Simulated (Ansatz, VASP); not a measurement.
## Two plane-wave programs on Pt

```
Pt
1.0
     0.00000    1.96090    1.96090
     1.96090    0.00000    1.96090
     1.96090    1.96090    0.00000
Pt
1
Cartesian
  0.0000 0.0000 0.0000
```

Alike in both runs: task relaxation of cell and atoms; functional RPBE; k mesh 13 × 13 × 13; no spin polarisation.

|  | VASP | Ansatz |
| --- | --- | --- |
| version | VASP 6.6.1 | Ansatz 0.2.0 |
| potentials or method | VASP PAW PBE potentials, release 64 (Pt) | plane waves, PAW |
| plane-wave cutoff (eV) | 600 | 420 |
| occupations | methfessel-paxton of order 1, width 0.1 eV | cold |
| valence electrons in the cell | 10 | 18 |

|  | VASP | Ansatz | Ansatz less VASP |
| --- | --- | --- | --- |
| relaxed volume (Å³/atom) | 15.87 | 15.90 | +0.026 |
| relaxed cell length with the largest relative difference (Å) | 2.821 | 2.823 | +0.0016 |

VASP's potentials were made for PBE, not for RPBE. VASP's potentials hold 10 valence electrons a cell and Ansatz's 18, so a difference there can come from the potentials and not from the codes. Ansatz's warnings: stress scf threshold loose.

Neither program's run includes spin-orbit coupling.
